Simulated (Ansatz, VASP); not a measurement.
# C: VASP beside Ansatz

The input INCAR:

```
SYSTEM = C
PREC = Accurate
ENCUT = 520
EDIFF = 1E-7
ISMEAR = 0
SIGMA = 0.05
LREAL = .FALSE.
LASPH = .TRUE.
NELM = 80
ALGO = Normal
ISIF = 2
LWAVE = .FALSE.
LCHARG = .FALSE.
GGA = PE
NBANDS = 36
```

The input KPOINTS:

```
Automatic mesh
0
G
  10 10 2
  0 0 0
```

The input POSCAR:

```
C
1.0
    1.7834000000     -1.7834000000      0.0000000000
    1.7834000000      0.0000000000     -1.7834000000
    7.5666127019      7.5666127019      7.5666127019
C
12
Direct
    0.6666666667      0.6666666667      0.2553658459
    0.0000000000      0.0000000000      0.0982369720
    0.3333333333      0.3333333333      0.4124947198
    0.6666666667      0.6666666667      0.7267524677
    1.0000000000      1.0000000000      0.5696235938
    0.3333333333      0.3333333333      0.8838813416
    0.6666666667      0.6666666667      0.3732125014
    1.0000000000      1.0000000000      0.2160836274
    0.3333333333      0.3333333333      0.5303413753
    0.6666666667      0.6666666667      0.8445991232
    0.0000000000      0.0000000000      0.6874702492
    0.3333333333      0.3333333333      0.0589547535
```

Input for Ansatz:

```yaml
crystal:
  lattice:
    - [1.7834, -1.7834, 0.0]
    - [1.7834, 0.0, -1.7834]
    - [7.5666127019, 7.5666127019, 7.5666127019]
  atoms:
    - { symbol: C, position: [0.6666666667, 0.6666666667, 0.2553658459] }
    - { symbol: C, position: [0.0, 0.0, 0.098236972] }
    - { symbol: C, position: [0.3333333333, 0.3333333333, 0.4124947198] }
    - { symbol: C, position: [0.6666666667, 0.6666666667, 0.7267524677] }
    - { symbol: C, position: [1.0, 1.0, 0.5696235938] }
    - { symbol: C, position: [0.3333333333, 0.3333333333, 0.8838813416] }
    - { symbol: C, position: [0.6666666667, 0.6666666667, 0.3732125014] }
    - { symbol: C, position: [1.0, 1.0, 0.2160836274] }
    - { symbol: C, position: [0.3333333333, 0.3333333333, 0.5303413753] }
    - { symbol: C, position: [0.6666666667, 0.6666666667, 0.8445991232] }
    - { symbol: C, position: [0.0, 0.0, 0.6874702492] }
    - { symbol: C, position: [0.3333333333, 0.3333333333, 0.0589547535] }
basis:
  ecutwfc: 420
kpoints:
  mp_grid: { grid: [10, 10, 2] }
hamiltonian:
  xc: pbe
scf:
  occupations: { method: gaussian, width: 0.05 }
output:
  forces: true
  stress: true
  eigenvalues: true
```

Alike in both runs: task single point; functional PBE; k mesh 10 × 10 × 2; occupations gaussian, width 0.05 eV; no spin polarisation.

|  | VASP | Ansatz |
| --- | --- | --- |
| version | VASP 6.6.1 | Ansatz 0.2.0 |
| potentials or method | VASP PAW PBE potentials, release 64 (C), cutoff 520 eV | scalar-relativistic, plane waves, PAW |
| valence electrons in the cell | 48 | 48 |

```tsv
	VASP	Ansatz	Ansatz less VASP
gap on the k mesh at the Fermi level (eV)	1.99	1.99	0.000
least direct gap on the mesh (eV)	2.60	2.60	+0.002
pressure (GPa)	-5.5	-6.1	-0.62
traceless stress, the component that is largest in VASP (GPa)	-6.10	-6.06	+0.032
rms of the force components (eV/Å)	0.700	0.698	-0.0021
```

Atom by atom the forces differ by 0.007 eV/Å (rms over components). With one functional, cell and mesh, what is left measures potentials, basis and numerics.
